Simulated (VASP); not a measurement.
Crystal: TiAl.

```
Ti Al
1.0
     2.84901    0.00000    0.00000
    -1.42451    2.46732    0.00000
     0.00000    0.00000    4.65045
Ti Al
1 1
Direct
  0.00000 0.00000 0.00000
  0.33333 0.66667 0.50000
```

Base run:

- Program: VASP 6.6.1
- Functional: LDA
- Potentials or basis: VASP PAW LDA potentials, release 64 (Ti_sv, Al)
- Cutoff: 520 eV
- k mesh: 21 × 21 × 12
- Occupations: gaussian, width 0.15 eV
- Spin: collinear spin
- Starting moments: [0.875, 0.0] μB
- Fixed moment: 0.875 μB

Its results: pressure -3.5 GPa; site moments Ti +0.53; Al +0.02 μB.

Q: The run is repeated on the same cell with these changes: fixed moment from 0.875 μB to 0.375 μB; moments at the start from [0.88, 0.0] to [0.38, 0.0]. What comes out?

A: Pressure -4.1 GPa; site moments Ti +0.22; Al +0.01 μB.

Caveats: the cell stands under tension; the total moment is fixed, so each spin has its own Fermi level.
